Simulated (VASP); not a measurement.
# NdMo (P6/mmm) in VASP: notebook, part 2 of 2

VASP 6.6.1. The steps go on from the part before.

### 3 Single point, PBE

File INCAR:

```
PREC     = Accurate       # precision mode
ENCUT    = 500            # plane-wave cutoff, eV
EDIFF    = 1E-6           # SCF threshold, eV
ISMEAR   = 0              # smearing method
SIGMA    = 0.1            # smearing width, eV
LREAL    = F              # projectors in reciprocal space
LASPH    = T              # aspherical terms in the spheres
NELM     = 200            # most SCF steps
ALGO     = Normal         # electronic algorithm
ISIF     = 2              # what is computed and relaxed
LWAVE    = F              # write WAVECAR
LCHARG   = F              # write CHGCAR
GGA      = PE             # functional
NBANDS   = 33             # bands
GGA_COMPAT= F            
LMAXMIX  = 6              # l up to which the mixer works
```

File KPOINTS:

```
Automatic mesh
0
Gamma
  6 6 2
```

File POSCAR:

```
NdMo
1.0
    4.1308335019      0.0000000000      0.0000000000
   -2.0654167509      3.5774067514      0.0000000000
    0.0000000000      0.0000000000      8.3450079609
Nd Mo
2 2
Direct
    0.0000000000      0.0000000000      0.2238904704
    0.0000000000      0.0000000000      0.7761095296
    0.3333333333      0.6666666667      0.5000000000
    0.6666666667      0.3333333333      0.5000000000
```

Potentials or basis: VASP PAW PBE potentials, release 64 (Nd_3, Mo_sv), 4f in core.

Command:

```bash
cat potpaw_PBE.64/Nd_3/POTCAR potpaw_PBE.64/Mo_sv/POTCAR > POTCAR
mpirun -np 1 vasp_std > vasp.out
```

OUTCAR:

```text
PREC = Accurate
   ENCUT = 500
   EDIFF = 1E-6
   ISMEAR = 0
   LREAL = F
   LASPH = T
   NELM = 200
   ISIF = 2
   GGA = PE

 ion  position               nearest neighbor table
   1  0.000  0.000  0.224-   3 3.32   4 3.32   3 3.32   4 3.32   4 3.32   3 3.32   2 3.74
   2  0.000  0.000  0.776-   3 3.32   4 3.32   3 3.32   4 3.32   4 3.32   3 3.32   1 3.74
   3  0.333  0.667  0.500-   4 2.38   4 2.38   4 2.38   1 3.32   2 3.32   2 3.32   1 3.32   2 3.32
                             1 3.32
   4  0.667  0.333  0.500-   3 2.38   3 2.38   3 2.38   1 3.32   2 3.32   1 3.32   2 3.32   1 3.32
                             2 3.32

  LATTYP: Found a hexagonal cell.
 ALAT       =     4.1308335019
 C/A-ratio  =     2.0201753368

  Lattice vectors:

 A1 = (   4.1308335019,   0.0000000000,   0.0000000000)
 A2 = (  -2.0654167509,   3.5774067514,   0.0000000000)
 A3 = (   0.0000000000,   0.0000000000,   8.3450079609)

Analysis of symmetry for initial positions (statically):
=====================================================================
 Subroutine PRICEL returns:
 Original cell was already a primitive cell.

 Routine SETGRP: Setting up the symmetry group for a
 hexagonal supercell.

 Subroutine GETGRP returns: Found 24 space group operations
 (whereof 24 operations were pure point group operations)
 out of a pool of 24 trial point group operations.

The static configuration has the point symmetry D_6h.

Analysis of symmetry for dynamics (positions and initial velocities):
=====================================================================
 Subroutine PRICEL returns:
 Original cell was already a primitive cell.

 Routine SETGRP: Setting up the symmetry group for a
 hexagonal supercell.

 Subroutine GETGRP returns: Found 24 space group operations
 (whereof 24 operations were pure point group operations)
 out of a pool of 24 trial point group operations.

The dynamic configuration has the point symmetry D_6h.

 Subroutine INISYM returns: Found 24 space group operations
 (whereof 24 operations are pure point group operations),
 and found     1 'primitive' translations

----------------------------------------------------------------------------------------

                                     Primitive cell

  volume of cell :     123.3198

  direct lattice vectors                    reciprocal lattice vectors
     4.130833502  0.000000000  0.000000000     0.242081894  0.139766047  0.000000000
    -2.065416751  3.577406751  0.000000000     0.000000000  0.279532094  0.000000000
     0.000000000  0.000000000  8.345007961     0.000000000  0.000000000  0.119832121

  length of vectors
     4.130833502  4.130833502  8.345007961     0.279532094  0.279532094  0.119832121

  position of ions in fractional coordinates (direct lattice)
     0.000000000  0.000000000  0.223890470
     0.000000000  0.000000000  0.776109530
     0.333333333  0.666666667  0.500000000
     0.666666667  0.333333333  0.500000000

  ion indices of the primitive-cell ions
   primitive index   ion index
                 1           1
                 2           2
                 3           3
                 4           4

----------------------------------------------------------------------------------------

 KPOINTS: Automatic mesh

Automatic generation of k-mesh.
 Grid dimensions read from file:
 generate k-points for:    6    6    2

 Generating k-lattice:

  Cartesian coordinates                     Fractional coordinates (reciprocal lattice)
     0.040346982  0.023294341  0.000000000     0.166666667 -0.000000000  0.000000000
     0.000000000  0.046588682  0.000000000     0.000000000  0.166666667  0.000000000
     0.000000000  0.000000000  0.059916060     0.000000000  0.000000000  0.500000000

  Length of vectors
     0.046588682  0.046588682  0.059916060

  Shift w.r.t. Gamma in fractional coordinates (k-lattice)
     0.000000000  0.000000000  0.000000000

 Subroutine IBZKPT returns following result:
 ===========================================

 Found     14 irreducible k-points:

 Following reciprocal coordinates:
            Coordinates               Weight
  0.000000  0.000000  0.000000      1.000000
  0.166667  0.000000  0.000000      6.000000
  0.333333  0.000000  0.000000      6.000000
  0.500000 -0.000000  0.000000      3.000000
  0.166667  0.166667  0.000000      6.000000
  0.333333  0.166667  0.000000     12.000000
  0.333333  0.333333  0.000000      2.000000
  0.000000  0.000000  0.500000      1.000000
  0.166667  0.000000  0.500000      6.000000
  0.333333  0.000000  0.500000      6.000000
  0.500000 -0.000000  0.500000      3.000000
  0.166667  0.166667  0.500000      6.000000
  0.333333  0.166667  0.500000     12.000000
  0.333333  0.333333  0.500000      2.000000
   k-points           NKPTS =     14   k-points in BZ     NKDIM =     14   number of bands    NBANDS=     33
   number of dos      NEDOS =    301   number of ions     NIONS =      4
   total plane-waves  NPLWV =  57600
   dimension x,y,z NGX =    30 NGY =   30 NGZ =   64
   dimension x,y,z NGXF=    60 NGYF=   60 NGZF=  128
   ions per type =               2   2
   NGX,Y,Z   is equivalent  to a cutoff of  12.07, 12.07, 12.75 a.u.
   NGXF,Y,Z  is equivalent  to a cutoff of  24.15, 24.15, 25.50 a.u.
 SYSTEM =  unknown system
   PREC   = accura    normal or accurate (medium, high low for compatibility)
   ISTART =      0    job   : 0-new  1-cont  2-samecut
   ICHARG =      2    charge: 1-file 2-atom 10-const
   ISPIN  =      1    spin polarized calculation?
   LNONCOLLINEAR =      F non collinear calculations
   LSORBIT =      F    spin-orbit coupling
   LASPH  =      T    aspherical Exc in radial PAW
   ENCUT  =  500.0 eV  36.75 Ry    6.06 a.u.   7.53  7.53 15.21*2*pi/ulx,y,z
   NELM   =    200;   NELMIN=  2; NELMDL= -5     # of ELM steps
   EDIFF  = 0.1E-05   stopping-criterion for ELM
   LREAL  =      F    real-space projection
[... 7 lines left out ...]
   TEBEG  =    0.0;   TEEND  =   0.0 temperature during run
   PSTRESS=    0.0 pullay stress
   NELECT =      50.0000    total number of electrons
   NUPDOWN=      -1.0000    fix difference up-down
   EMIN   =  10.00;   EMAX   =-10.00  energy-range for DOS
   EFERMI =   0.00;   METHOD = LEGACY
   ISMEAR =     0;   SIGMA  =   0.10  broadening in eV -4-tet -1-fermi 0-gaus
   EFERMI_NEDOS =   21; number of points for ismear=-14 and -15
   IALGO  =     38    algorithm
   IMIX   =      4    mixing-type and parameters
     AMIX     =   0.40;   BMIX     =  1.00
     AMIX_MAG =   1.60;   BMIX_MAG =  1.00
  volume/ion in A,a.u.               =      30.83       208.05
  Fermi-wavevector in a.u.,A,eV,Ry     =   1.211678  2.289740 19.975580  1.468164
  Thomas-Fermi vector in A             =   2.347186
   LORBIT       =      0    0 simple, 1 ext, 2 COOP (PROOUT), +10 PAW based schemes
   GGA     = PE    functional components
   LHFCALC =     F    Hartree Fock is set to
   AEXX    =    0.0000 exact exchange contribution
   IVDW    =     0    specifies the selected vdW correction
   LEPSILON=     F    determine dielectric tensor
   LRPA    =     F    only Hartree local field effects (RPA)
 non-spin polarized calculation
 Gauss-broadening in eV      SIGMA  =   0.10
  energy-cutoff  :      500.00
  volume of cell :      123.32
 maximum number of plane-waves:      3149
   NGX = 15   NGY = 15   NGZ = 31

 number of electron      50.0000002 magnetization

 Free energy of the ion-electron system (eV)
  ---------------------------------------------------
  ext. energy  EPLUGINS =         0.00000000
  ---------------------------------------------------
  free energy    TOTEN  =       -29.48430753 eV

  energy without entropy =      -29.44763467  energy(sigma->0) =      -29.46597110

 E-fermi :   4.6148     XC(G=0):  -9.7593

 val. band max:        4.6077879515   @ k =   0.3333   0.1667   0.0000
 cond. band min:       4.6301278226   @ k =   0.5000  -0.0000   0.0000
 fundamental gap:      0.0223398711
 Fermi energy:         4.6147918197

 k-point     1 :       0.0000    0.0000    0.0000
  band No.  band energies     occupation
      1     -56.2658      2.00000
      2     -55.5584      2.00000
      3     -33.6806      2.00000
      4     -33.6676      2.00000
      5     -31.1224      2.00000
      6     -31.1224      2.00000
[... 493 lines left out ...]
     32       6.8257      0.00000
     33       7.6159      0.00000

------------------------ aborting loop because EDIFF is reached ----------------------------------------

  FORCE on cell =-STRESS in cart. coord.  units (eV):
  Direction    XX          YY          ZZ          XY          YZ          ZX
  --------------------------------------------------------------------------------------
  -------------------------------------------------------------------------------------
  Total        0.6344994      0.6344994     -0.0149163      0.0000000     -0.0000000      0.0000000
  in kB        8.2434509      8.2434509     -0.1937939      0.0000000     -0.0000000      0.0000000
  external PRESSURE =       5.4310360 kB  Pullay stress =       0.0000000 kB

 VOLUME and BASIS-vectors are now :
 -----------------------------------------------------------------------------
  energy-cutoff  :      500.00
  volume of cell :      123.32
      direct lattice vectors                 reciprocal lattice vectors
     4.130833502  0.000000000  0.000000000     0.242081894  0.139766047  0.000000000
    -2.065416751  3.577406751  0.000000000     0.000000000  0.279532094  0.000000000
     0.000000000  0.000000000  8.345007961     0.000000000  0.000000000  0.119832121

 POSITION                                       TOTAL-FORCE (eV/Angst)
 -----------------------------------------------------------------------------------
      0.00000      0.00000      1.86837        -0.000000      0.000000     -0.043265
      0.00000      0.00000      6.47664        -0.000000      0.000000      0.043265
     -0.00000      2.38494      4.17250        -0.000000     -0.000000      0.000000
      2.06542      1.19247      4.17250         0.000000     -0.000000     -0.000000
 -----------------------------------------------------------------------------------
    total drift:                                0.000000     -0.000000      0.000000

  FREE ENERGIE OF THE ION-ELECTRON SYSTEM (eV)
  ---------------------------------------------------
  free  energy   TOTEN  =       -29.4843075319 eV

  energy  without entropy=      -29.4476346736  energy(sigma->0) =      -29.46597110
```

Wall time 30 s (1 thread of AMD EPYC 9R45 (Zen 5), shared host); peak memory 0.21 GiB.

What came out:

```yaml
Free_energy: -29.4843 eV
Pressure: 0.5 GPa
Largest_force: 0.043 eV/Å
Band_gap_on_the_k_mesh: zero (bands 25 and 26 overlap by 0.37 eV)
```

Forces in eV/Å, atoms in the order of the input:
```
Nd   0.000  0.000 -0.043
Nd   0.000  0.000  0.043
Mo   0.000  0.000  0.000
Mo   0.000  0.000  0.000
```

Stress tensor (GPa, compression positive):
```
 0.82  0.00  0.00
 0.00  0.82  0.00
 0.00  0.00 -0.02
```

Levels at points of the mesh, in eV from the Fermi level:
| k point | band 21 | band 22 | band 23 | band 24 | band 25 | band 26 | band 27 | band 28 | band 29 | band 30 |
| --- | --- | --- | --- | --- | --- | --- | --- | --- | --- | --- |
| (0.00, 0.00, 0.00) | -1.94 | -1.49 | -1.49 | -0.48 | -0.28 | -0.28 | 0.77 | 0.77 | 1.12 | 1.43 |
| (0.50, 0.00, 0.00) | -2.37 | -2.01 | -1.26 | -0.76 | -0.50 | 0.02 | 0.23 | 1.36 | 2.05 | 2.43 |
| (0.00, 0.00, 0.50) | -2.34 | -1.45 | -1.45 | -0.27 | -0.27 | 0.08 | 0.58 | 0.58 | 1.56 | 1.64 |
| (0.50, 0.00, 0.50) | -2.24 | -1.72 | -1.25 | -1.10 | -0.16 | -0.09 | 0.23 | 0.94 | 2.04 | 2.42 |

Caveat: the k points lie up to 0.38 Å⁻¹ apart; spin-orbit coupling is left out, which moves the levels of the heavy elements; the 4f electrons are frozen in the core, so they carry no moment and show no levels.

The gap in the log of VASP goes by the Fermi energy; the results here count the filled bands.